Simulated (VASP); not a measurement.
A run of VASP 6.6.1:

Contents of INCAR:

```
SYSTEM = Bi
ALGO = Normal
EDIFF = 1E-6
ENCUT = 520
GGA = RE
ISIF = 2
ISMEAR = -1
LASPH = .TRUE.
LCHARG = .FALSE.
LREAL = .FALSE.
LWAVE = .FALSE.
NBANDS = 22
NELM = 80
PREC = Accurate
SIGMA = 0.1
```

File KPOINTS:

```
k-points
0
G
  12 12 6
  0 0 0
```

POSCAR

```
Bi
1.0
    3.4667968413      0.0000000000      0.0000000000
   -1.7333984207      3.0023341343      0.0000000000
    0.0000000000      0.0000000000      5.7042376608
Bi
2
Direct
    0.3333333333      0.6666666667      0.2500000000
    0.6666666667      0.3333333333      0.7500000000
```

Potentials or basis: VASP PAW PBE potentials, release 64 (Bi_d).

Run with:

```sh
$ cat potpaw_PBE.64/Bi_d/POTCAR > POTCAR
$ mpirun -np 1 vasp_std > vasp.out
```

Hardware: 1 thread of Intel(R) Xeon(R) 6975P-C (Granite Rapids), with other jobs on the host.

How long does it take, and how much memory?

Run time: 28 s on 1 thread of Intel(R) Xeon(R) 6975P-C (Granite Rapids), on a shared host, peak memory 0.22 GiB. Counts: scf iterations 11, k points 76.
